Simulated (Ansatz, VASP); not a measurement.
**CrCdC4N4 in VASP and in Ansatz**

INCAR

```
ALGO = Normal
EDIFF = 1E-6
ENCUT = 520
GGA = PE
ISIF = 2
ISMEAR = 0
ISPIN = 2
LASPH = True
LCHARG = False
LMAXMIX = 4
LORBIT = 11
LREAL = False
LWAVE = False
MAGMOM = 3 0 0 0 0 0 0 0 0 0
NBANDS = 45
NELM = 150
PREC = Accurate
SIGMA = 0.1
```

Contents of KPOINTS:

```
k-points
0
Gamma
  4 4 4
```

The input POSCAR:

```
CrCdC4N4
1.0
    6.0107936500      0.0000000000      0.0000000000
    0.0000000000      6.0107936500      0.0000000000
    0.0000000000      0.0000000000      6.0107936500
Cr Cd C N
1 1 4 4
Direct
    0.0000000000      0.0000000000      0.0000000000
    0.5000000000      0.5000000000      0.5000000000
    0.1861492700      0.1861492700      0.1861492700
    0.1861492700      0.8138507300      0.8138507300
    0.8138507300      0.1861492700      0.8138507300
    0.8138507300      0.8138507300      0.1861492700
    0.2985304000      0.2985304000      0.2985304000
    0.2985304000      0.7014696000      0.7014696000
    0.7014696000      0.2985304000      0.7014696000
    0.7014696000      0.7014696000      0.2985304000
```

Input for Ansatz:

```yaml
crystal:
  lattice:
    - [6.01079365, 0.0, 0.0]
    - [0.0, 6.01079365, 0.0]
    - [0.0, 0.0, 6.01079365]
  atoms:
    - { symbol: Cr, position: [0.0, 0.0, 0.0], spin: 3.0 }
    - { symbol: Cd, position: [0.5, 0.5, 0.5] }
    - { symbol: C, position: [0.18614927, 0.18614927, 0.18614927] }
    - { symbol: C, position: [0.18614927, 0.81385073, 0.81385073] }
    - { symbol: C, position: [0.81385073, 0.18614927, 0.81385073] }
    - { symbol: C, position: [0.81385073, 0.81385073, 0.18614927] }
    - { symbol: "N", position: [0.2985304, 0.2985304, 0.2985304] }
    - { symbol: "N", position: [0.2985304, 0.7014696, 0.7014696] }
    - { symbol: "N", position: [0.7014696, 0.2985304, 0.7014696] }
    - { symbol: "N", position: [0.7014696, 0.7014696, 0.2985304] }
basis:
  ecutwfc: 420
kpoints:
  mp_grid: { grid: [4, 4, 4] }
hamiltonian:
  xc: pbe
scf:
  occupations: { method: gaussian, width: 0.1 }
  lower_state_search: "off"
output:
  forces: true
  stress: true
  eigenvalues: true
  populations: true
magnetization:
  spin_polarized: true
```

Alike in both runs: task single point; functional PBE; k mesh 4 × 4 × 4; occupations gaussian, width 0.1 eV; collinear spin.

|  | VASP | Ansatz |
| --- | --- | --- |
| version | VASP 6.6.1 | Ansatz 0.2.0 |
| potentials or method | VASP PAW PBE potentials, release 64 (Cr_pv, Cd, C, N), cutoff 520 eV | scalar-relativistic, plane waves, PAW |
| valence electrons in the cell | 60 | 70 |

|  | VASP | Ansatz | Ansatz less VASP |
| --- | --- | --- | --- |
| gap on the k mesh at the Fermi level (eV) | none | none | - |
| pressure (GPa) | 5.3 | 4.7 | -0.57 |
| rms of the force components (eV/Å) | 0.263 | 0.423 | +0.1601 |
| net moment per atom (μB) | 0.40 | 0.40 | 0.000 |
| size of the moment on the site where the two differ most (μB) | 2.94 | 2.34 | -0.600 |

Site moments also hang on the region over which each program counts them. Atom by atom the forces differ by 0.160 eV/Å (rms over components). A gap of «none» marks a metal or a gap that the smearing closes. VASP's potentials hold 60 valence electrons a cell and Ansatz's 70, so a difference there can come from the potentials and not from the codes.

Noted on VASP's run: the standard files for N, O and F lose accuracy on very short bonds.
